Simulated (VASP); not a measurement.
A run of VASP 6.6.1:

The input INCAR:

```
  PREC = Accurate
  ENCUT = 520
  EDIFF = 1E-7
  ISMEAR = 0
  SIGMA = 0.03
  LREAL = F
  LASPH = T
  NELM = 80
  ALGO = Normal
  ISIF = 2
  LWAVE = F
  LCHARG = F
  GGA = PS
  NBANDS = 26
```

Contents of KPOINTS:

```
Automatic mesh
0
Gamma
  12 12 6
```

The input POSCAR:

```
SiGe
1.0
    3.9044512986      0.0000000000      0.0000000000
   -1.9522256493      3.3813540124      0.0000000000
    0.0000000000      0.0000000000      6.4507830000
Si Ge
2 2
Direct
    0.6666666667      0.3333333333      0.9424282242
    0.3333333333      0.6666666667      0.4424282242
    0.6666666667      0.3333333333      0.5003920000
    0.3333333333      0.6666666667      0.0003920000
```

Potentials or basis: VASP PAW PBE potentials, release 64 (Si, Ge_d).

Command:

```console
$ cat potpaw_PBE.64/Si/POTCAR potpaw_PBE.64/Ge_d/POTCAR > POTCAR
$ mpirun -np 1 vasp_std > vasp.out
```

Hardware: 1 thread of AMD EPYC 7R13, with other jobs on the host.

Q: Estimate the wall time of this run.

A: Run time: 5.1 min on 1 thread of AMD EPYC 7R13, on a shared host, peak memory 0.25 GiB. Counts: scf iterations 14, k points 76.
